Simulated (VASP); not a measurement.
# ZrTlF3 in VASP: a series of runs

The runs below take ZrTlF3 through single point, with PBE.

All numbers are computed with VASP 6.6.1; they aren't measurements. Logs are shortened: lines on timing, memory, paths and dates and some standing lists are left out, and cuts for length are marked.

## (1) The cell of the first run

Symmetry: Pm-3m, No. 221, cubic system. The conventional cell has a = 4.415 Å, b = 4.415 Å, c = 4.415 Å, α = 90.00°, β = 90.00°, γ = 90.00°. Zr (site symmetry m-3m) has 6 F at 2.21 Å within 2.9 Å. Within 4.1 Å of Tl (site symmetry m-3m) lie 12 F at 3.12 Å and 8 Zr at 3.82 Å. Within 2.9 Å of F (site symmetry 4/mmm) lie 2 Zr at 2.21 Å.

## (2) Single point, PBE, collinear spin

Input file INCAR:

```
PREC     = Accurate       # precision mode
ENCUT    = 520            # plane-wave cutoff, eV
EDIFF    = 1E-6           # SCF threshold, eV
ISMEAR   = 0              # smearing method
SIGMA    = 0.1            # smearing width, eV
LREAL    = F              # projectors in reciprocal space
LASPH    = T              # aspherical terms in the spheres
NELM     = 150            # most SCF steps
ALGO     = Normal         # electronic algorithm
ISIF     = 2              # what is computed and relaxed
LWAVE    = F              # write WAVECAR
LCHARG   = T              # write CHGCAR
ISPIN    = 2              # spin polarisation
MAGMOM   = 1 0 0 0 0      # initial moments
LORBIT   = 11             # projections on sites
LMAXMIX  = 4              # l up to which the mixer works
GGA      = PE             # functional
LELF     = T              # ELF
LVHAR    = T            
NBANDS   = 35             # bands
```

Input file KPOINTS:

```
regular mesh
0
Gamma
  4 4 4
```

Input file POSCAR:

```
ZrTlF3
1.0
    4.4151756985      0.0000000000      0.0000000000
    0.0000000000      4.4151756985      0.0000000000
    0.0000000000      0.0000000000      4.4151756985
Zr Tl F
1 1 3
Direct
    0.5000000000      0.5000000000      0.5000000000
    0.0000000000      0.0000000000      0.0000000000
    0.5000000000      0.0000000000      0.5000000000
    0.0000000000      0.5000000000      0.5000000000
    0.5000000000      0.5000000000      0.0000000000
```

Potentials or basis: VASP PAW PBE potentials, release 64 (Zr_sv, Tl_d, F).

On the command line:

```bash
> cat potpaw_PBE.64/Zr_sv/POTCAR potpaw_PBE.64/Tl_d/POTCAR potpaw_PBE.64/F/POTCAR > POTCAR
> mpirun -np 1 vasp_std > vasp.out
```

OUTCAR:

```text
PREC = Accurate
   ENCUT = 520
   EDIFF = 1E-6
   ISMEAR = 0
   LREAL = F
   LASPH = T
   NELM = 150
   ISIF = 2
   ISPIN = 2
   LORBIT = 11
   GGA = PE

 ion  position               nearest neighbor table
   1  0.500  0.500  0.500-   3 2.21   4 2.21   5 2.21   5 2.21   3 2.21   4 2.21   2 3.82   2 3.82
                             2 3.82   2 3.82   2 3.82   2 3.82   2 3.82   2 3.82
   2  0.000  0.000  0.000-   1 3.82   1 3.82   1 3.82   1 3.82   1 3.82   1 3.82   1 3.82   1 3.82

   3  0.500  0.000  0.500-   1 2.21   1 2.21
   4  0.000  0.500  0.500-   1 2.21   1 2.21
   5  0.500  0.500  0.000-   1 2.21   1 2.21

  LATTYP: Found a simple cubic cell.
 ALAT       =     4.4151756985

  Lattice vectors:

 A1 = (   4.4151756985,   0.0000000000,   0.0000000000)
 A2 = (   0.0000000000,   4.4151756985,   0.0000000000)
 A3 = (   0.0000000000,   0.0000000000,   4.4151756985)

Analysis of symmetry for initial positions (statically):
=====================================================================
 Subroutine PRICEL returns:
 Original cell was already a primitive cell.

 Routine SETGRP: Setting up the symmetry group for a
 simple cubic supercell.

 Subroutine GETGRP returns: Found 48 space group operations
 (whereof 48 operations were pure point group operations)
 out of a pool of 48 trial point group operations.

The static configuration has the point symmetry O_h .

Analysis of symmetry for dynamics (positions and initial velocities):
=====================================================================
 Subroutine PRICEL returns:
 Original cell was already a primitive cell.

 Routine SETGRP: Setting up the symmetry group for a
 simple cubic supercell.

 Subroutine GETGRP returns: Found 48 space group operations
 (whereof 48 operations were pure point group operations)
 out of a pool of 48 trial point group operations.

The dynamic configuration has the point symmetry O_h .

Analysis of structural, dynamic, and magnetic symmetry:
=====================================================================
 Subroutine PRICEL returns:
 Original cell was already a primitive cell.

 Routine SETGRP: Setting up the symmetry group for a
 simple cubic supercell.

 Subroutine GETGRP returns: Found 48 space group operations
 (whereof 48 operations were pure point group operations)
 out of a pool of 48 trial point group operations.

The overall configuration has the point symmetry O_h .

 Subroutine INISYM returns: Found 48 space group operations
 (whereof 48 operations are pure point group operations),
 and found     1 'primitive' translations

----------------------------------------------------------------------------------------

                                     Primitive cell

  volume of cell :      86.0684

  direct lattice vectors                    reciprocal lattice vectors
     4.415175698  0.000000000  0.000000000     0.226491553  0.000000000  0.000000000
     0.000000000  4.415175698  0.000000000     0.000000000  0.226491553  0.000000000
     0.000000000  0.000000000  4.415175698     0.000000000  0.000000000  0.226491553

  length of vectors
     4.415175698  4.415175698  4.415175698     0.226491553  0.226491553  0.226491553

  position of ions in fractional coordinates (direct lattice)
     0.500000000  0.500000000  0.500000000
     0.000000000  0.000000000  0.000000000
     0.500000000  0.000000000  0.500000000
     0.000000000  0.500000000  0.500000000
     0.500000000  0.500000000  0.000000000

  ion indices of the primitive-cell ions
   primitive index   ion index
                 1           1
                 2           2
                 3           3
                 4           4
                 5           5

----------------------------------------------------------------------------------------

 KPOINTS: regular mesh

Automatic generation of k-mesh.
 Grid dimensions read from file:
 generate k-points for:    4    4    4

 Generating k-lattice:

  Cartesian coordinates                     Fractional coordinates (reciprocal lattice)
     0.056622888  0.000000000  0.000000000     0.250000000  0.000000000  0.000000000
     0.000000000  0.056622888  0.000000000     0.000000000  0.250000000  0.000000000
     0.000000000  0.000000000  0.056622888     0.000000000  0.000000000  0.250000000

  Length of vectors
     0.056622888  0.056622888  0.056622888

  Shift w.r.t. Gamma in fractional coordinates (k-lattice)
     0.000000000  0.000000000  0.000000000

 Subroutine IBZKPT returns following result:
 ===========================================

 Found     10 irreducible k-points:

 Following reciprocal coordinates:
            Coordinates               Weight
  0.000000  0.000000  0.000000      1.000000
  0.250000  0.000000  0.000000      6.000000
  0.500000  0.000000  0.000000      3.000000
  0.250000  0.250000  0.000000     12.000000
  0.500000  0.250000  0.000000     12.000000
  0.500000  0.500000  0.000000      3.000000
  0.250000  0.250000  0.250000      8.000000
  0.500000  0.250000  0.250000     12.000000
  0.500000  0.500000  0.250000      6.000000
  0.500000  0.500000  0.500000      1.000000
   k-points           NKPTS =     10   k-points in BZ     NKDIM =     10   number of bands    NBANDS=     35
   number of dos      NEDOS =    301   number of ions     NIONS =      5
   total plane-waves  NPLWV =  46656
   dimension x,y,z NGX =    36 NGY =   36 NGZ =   36
   dimension x,y,z NGXF=    72 NGYF=   72 NGZF=   72
   ions per type =               1   1   3
   NGX,Y,Z   is equivalent  to a cutoff of  13.56, 13.56, 13.56 a.u.
   NGXF,Y,Z  is equivalent  to a cutoff of  27.11, 27.11, 27.11 a.u.
 SYSTEM =  unknown system
   PREC   = accura    normal or accurate (medium, high low for compatibility)
   ISTART =      0    job   : 0-new  1-cont  2-samecut
   ICHARG =      2    charge: 1-file 2-atom 10-const
   ISPIN  =      2    spin polarized calculation?
   LNONCOLLINEAR =      F non collinear calculations
   LSORBIT =      F    spin-orbit coupling
   LASPH  =      T    aspherical Exc in radial PAW
   ENCUT  =  520.0 eV  38.22 Ry    6.18 a.u.   8.21  8.21  8.21*2*pi/ulx,y,z
   NELM   =    150;   NELMIN=  2; NELMDL= -5     # of ELM steps
   EDIFF  = 0.1E-05   stopping-criterion for ELM
   LREAL  =      F    real-space projection
[... 7 lines left out ...]
   TEBEG  =    0.0;   TEEND  =   0.0 temperature during run
   PSTRESS=    0.0 pullay stress
   NELECT =      46.0000    total number of electrons
   NUPDOWN=      -1.0000    fix difference up-down
   EMIN   =  10.00;   EMAX   =-10.00  energy-range for DOS
   EFERMI =   0.00;   METHOD = LEGACY
   ISMEAR =     0;   SIGMA  =   0.10  broadening in eV -4-tet -1-fermi 0-gaus
   EFERMI_NEDOS =   21; number of points for ismear=-14 and -15
   IALGO  =     38    algorithm
   IMIX   =      4    mixing-type and parameters
     AMIX     =   0.40;   BMIX     =  1.00
     AMIX_MAG =   1.60;   BMIX_MAG =  1.00
  volume/ion in A,a.u.               =      17.21       116.16
  Fermi-wavevector in a.u.,A,eV,Ry     =   1.328555  2.510604 24.015068  1.765058
  Thomas-Fermi vector in A             =   2.457783
   LORBIT       =     11    0 simple, 1 ext, 2 COOP (PROOUT), +10 PAW based schemes
   GGA     = PE    functional components
   LHFCALC =     F    Hartree Fock is set to
   AEXX    =    0.0000 exact exchange contribution
   IVDW    =     0    specifies the selected vdW correction
   LEPSILON=     F    determine dielectric tensor
   LRPA    =     F    only Hartree local field effects (RPA)
 spin polarized calculation
 Gauss-broadening in eV      SIGMA  =   0.10
  energy-cutoff  :      520.00
  volume of cell :       86.07
 maximum number of plane-waves:      2360
 NGX is ok and might be reduce to    36
   NGX = 17   NGY = 17   NGZ = 17

 number of electron      45.9999959 magnetization       1.5314773

 Free energy of the ion-electron system (eV)
  ---------------------------------------------------
  ext. energy  EPLUGINS =         0.00000000
  ---------------------------------------------------
  free energy    TOTEN  =       -27.72489706 eV

  energy without entropy =      -27.70773692  energy(sigma->0) =      -27.71631699

 E-fermi :   6.7089     XC(G=0):  -9.8487

 val. band max:        6.6307332728   @ k =   0.5000   0.0000   0.0000
 cond. band min:       6.7147138387   @ k =   0.5000   0.2500   0.2500
 fundamental gap:      0.0839805660
 Fermi energy:         6.7089382846

 spin component 1

 k-point     1 :       0.0000    0.0000    0.0000
  band No.  band energies     occupation
      1     -44.4669      1.00000
      2     -22.6217      1.00000
      3     -22.6217      1.00000
      4     -22.6217      1.00000
      5     -19.6035      1.00000
      6     -19.4839      1.00000
[... 27 lines left out ...]
     34      18.3123      0.00000
     35      18.3123      0.00000
[... 310 lines left out ...]
      4     -23.0512      1.00000
      5     -18.7639      1.00000
      6     -18.7639      1.00000
[... 27 lines left out ...]
     34      13.5427      0.00000
     35      19.9368      0.00000
 Fermi energy:         6.7089382846

 spin component 2

 k-point     1 :       0.0000    0.0000    0.0000
  band No.  band energies     occupation
      1     -43.8065      1.00000
      2     -21.8446      1.00000
      3     -21.8446      1.00000
      4     -21.8446      1.00000
      5     -19.5605      1.00000
      6     -19.4493      1.00000
[... 27 lines left out ...]
     34      18.8738      0.00000
     35      18.8738      0.00000
[... 311 lines left out ...]
      5     -18.6040      1.00000
      6     -18.6040      1.00000
[... 27 lines left out ...]
     34      14.3284      0.00000
     35      20.3107      0.00000

------------------------ aborting loop because EDIFF is reached ----------------------------------------

  FORCE on cell =-STRESS in cart. coord.  units (eV):
  Direction    XX          YY          ZZ          XY          YZ          ZX
  --------------------------------------------------------------------------------------
  -------------------------------------------------------------------------------------
  Total        0.4915122      0.4915122      0.4915122     -0.0000000      0.0000000      0.0000000
  in kB        9.1495746      9.1495746      9.1495746     -0.0000000      0.0000000      0.0000000
  external PRESSURE =       9.1495746 kB  Pullay stress =       0.0000000 kB

 VOLUME and BASIS-vectors are now :
 -----------------------------------------------------------------------------
  energy-cutoff  :      520.00
  volume of cell :       86.07
      direct lattice vectors                 reciprocal lattice vectors
     4.415175698  0.000000000  0.000000000     0.226491553  0.000000000  0.000000000
     0.000000000  4.415175698  0.000000000     0.000000000  0.226491553  0.000000000
     0.000000000  0.000000000  4.415175698     0.000000000  0.000000000  0.226491553

 POSITION                                       TOTAL-FORCE (eV/Angst)
 -----------------------------------------------------------------------------------
      2.20759      2.20759      2.20759         0.000000      0.000000      0.000000
      0.00000      0.00000      0.00000         0.000000      0.000000      0.000000
      2.20759      0.00000      2.20759         0.000000      0.000000      0.000000
      0.00000      2.20759      2.20759         0.000000      0.000000      0.000000
      2.20759      2.20759      0.00000         0.000000      0.000000      0.000000
 -----------------------------------------------------------------------------------
    total drift:                                0.000000      0.000000      0.000000

  FREE ENERGIE OF THE ION-ELECTRON SYSTEM (eV)
  ---------------------------------------------------
  free  energy   TOTEN  =       -27.7248970614 eV

  energy  without entropy=      -27.7077369246  energy(sigma->0) =      -27.71631699

 total charge

# of ion       s       p       d       tot
------------------------------------------
    1        2.110   5.973   1.542   9.624
    2        1.285   0.212   9.656  11.153
    3        1.743   4.344   0.000   6.086
    4        1.743   4.344   0.000   6.086
    5        1.743   4.344   0.000   6.086
--------------------------------------------------
tot          8.622  19.216  11.197  39.036

 magnetization (x)

# of ion       s       p       d       tot
------------------------------------------
    1        0.011   0.006   0.977   0.993
    2       -0.002   0.052   0.001   0.051
    3        0.001   0.011   0.000   0.012
    4        0.001   0.011   0.000   0.012
    5        0.001   0.011   0.000   0.012
--------------------------------------------------
tot          0.013   0.090   0.978   1.081
```

Run time: 2.1 min. Hardware: 1 thread of Intel Xeon 8259CL, shared host; peak memory 0.26 GiB.

Results:

| Item | Value |
| --- | --- |
| Free energy | -27.7249 eV |
| Pressure | 0.9 GPa |
| Net moment | 1.53 μB per cell |
| Site moments | Zr +0.99; Tl +0.05; F +0.01 μB |
| Valence electrons inside the program's atomic spheres | Zr 9.62; Tl 11.15; F 6.09 |

Levels at points of the mesh, in eV from the Fermi level:
Spin up:
```tsv
k point	band 19	band 20	band 21	band 22	band 23	band 24	band 25	band 26	band 27	band 28
(0.00, 0.00, 0.00)	-7.34	-7.28	-7.28	-7.28	-0.64	-0.64	-0.64	1.60	1.60	2.80
(0.50, 0.00, 0.00)	-7.30	-7.23	-7.23	-5.38	-1.07	-0.63	-0.08	-0.08	1.71	3.46
(0.50, 0.50, 0.00)	-7.61	-7.61	-6.84	-5.39	0.23	0.23	0.32	0.32	1.07	2.02
(0.50, 0.50, 0.50)	-6.85	-6.85	-6.85	-6.41	0.50	0.50	0.50	2.39	2.39	2.39
```
Spin down:
| k point | band 20 | band 21 | band 22 | band 23 | band 24 | band 25 |
| --- | --- | --- | --- | --- | --- | --- |
| (0.00, 0.00, 0.00) | -7.22 | -7.22 | -7.22 | 0.59 | 0.59 | 0.59 |
| (0.50, 0.00, 0.00) | -7.18 | -7.18 | -5.31 | -0.81 | 0.62 | 0.91 |
| (0.50, 0.50, 0.00) | -7.49 | -6.79 | -5.30 | 0.50 | 0.50 | 1.40 |
| (0.50, 0.50, 0.50) | -6.81 | -6.81 | -6.30 | 1.10 | 1.10 | 1.10 |

Caveat: spin-orbit coupling is left out, which moves the levels of the heavy elements.

[end of part 1 of 2]
